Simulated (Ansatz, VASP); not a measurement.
Ni: VASP beside Ansatz

INCAR

```
SYSTEM = Ni
PREC = Accurate
ENCUT = 520
EDIFF = 1E-7
ISMEAR = -1
SIGMA = 0.05
LREAL = .FALSE.
LASPH = .TRUE.
NELM = 150
ALGO = Normal
ISIF = 2
LWAVE = .FALSE.
LCHARG = .TRUE.
ISPIN = 2
MAGMOM = 1.5
LORBIT = 11
LMAXMIX = 4
GGA = PE
LELF = .TRUE.
LVHAR = .TRUE.
NBANDS = 15
```

File KPOINTS:

```
regular mesh
0
G
  20 20 20
  0 0 0
```

The input POSCAR:

```
Ni
1.0
    0.0000000000      1.7679500000      1.8209885000
    1.7679500000      0.0000000000      1.8209885000
    1.7679500000      1.7679500000      0.0000000000
Ni
1
Direct
    0.0000000000      0.0000000000      0.0000000000
```

Input for Ansatz:

```yaml
crystal:
  lattice:
    - [0.0, 1.76795, 1.8209885]
    - [1.76795, 0.0, 1.8209885]
    - [1.76795, 1.76795, 0.0]
  atoms:
    - { symbol: Ni, position: [0.0, 0.0, 0.0], spin: 1.5 }
magnetization:
  spin_polarized: true
kpoints:
  mp_grid: { grid: [20, 20, 20] }
  band_path:
    path:
      - [0.0, 0.0, 0.0]
      - [0.0, 0.5, 0.5]
      - [0.25, 0.75, 0.5]
      - [0.0, 0.5, 0.0]
      - [0.0, 0.0, 0.0]
      - [0.5, 0.5, 0.0]
      - [0.3678244886, 0.6321755114, 0.0]
      - [-0.3678244886, 0.3678244886, 0.0]
      - [0.0, 0.0, 0.0]
    npoints: 5
scf:
  occupations: { method: fermi_dirac, width: 0.05 }
hamiltonian:
  xc: pbe
  pseudopotentials: { kind: all_electron, lapw: { basis_error: 0.00025 } }
output:
  forces: true
  stress: true
  eigenvalues: true
```

Change from the starting cell: zz strain of +3 %.

Alike in both runs: task single point; functional PBE; k mesh 20 × 20 × 20; occupations fermi-dirac, width 0.05 eV; collinear spin.

|  | VASP | Ansatz |
| --- | --- | --- |
| version | VASP 6.6.1 | Ansatz 0.2.0 |
| potentials or method | VASP PAW PBE potentials, release 64 (Ni), cutoff 520 eV | all-electron LAPW, scalar-relativistic |

VASP gave:

```
pressure (GPa)                                                : -7.8
traceless stress, the component that is largest in VASP (GPa) : -2.22
net moment per atom (μB)                                      : 0.63
size of the moment on the site where the two differ most (μB) : 0.65
```

Which values does Ansatz return?

Pressure (GPa): -7.9; traceless stress, the component that is largest in VASP (GPa): -2.32; net moment per atom (μB): 0.64; size of the moment on the site where the two differ most (μB): 0.67.

Site moments also hang on the region over which each program counts them. Ansatz ran all-electron here, and VASP with PAW potentials.
